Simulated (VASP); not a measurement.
A run of VASP 6.6.1 is set up as follows.

File INCAR:

```
PREC = Accurate
ENCUT = 520
EDIFF = 1E-7
ISMEAR = 0
SIGMA = 0.01
LREAL = False
LASPH = True
NELM = 60
ALGO = Normal
ISIF = 2
LWAVE = False
LCHARG = True
GGA = PS
LELF = True
LVHAR = True
NBANDS = 20
```

KPOINTS

```
Automatic mesh
0
Gamma
  10 10 10
```

Contents of POSCAR:

```
CdF2
1.0
    0.0000000000      2.6941776812      2.6941776812
    2.6941776812      0.0000000000      2.6941776812
    2.6941776812      2.6941776812      0.0000000000
Cd F
1 2
Direct
    0.0000000000      0.0000000000      0.0000000000
    0.2500000000      0.2500000000      0.2500000000
    0.7500000000      0.7500000000      0.7500000000
```

Potentials or basis: VASP PAW PBE potentials, release 64 (Cd, F).

Run with:

```bash
$ cat potpaw_PBE.64/Cd/POTCAR potpaw_PBE.64/F/POTCAR > POTCAR
$ mpirun -np 1 vasp_std > vasp.out
```

Predict the pressure.

0.5 GPa.

What does it give for the band gap on the k mesh?

2.91 eV (least direct gap 3.39 eV).

Caveat: the PAW data sets were made with another functional, which shifts forces and pressure a little. A k mesh can miss the band edges.
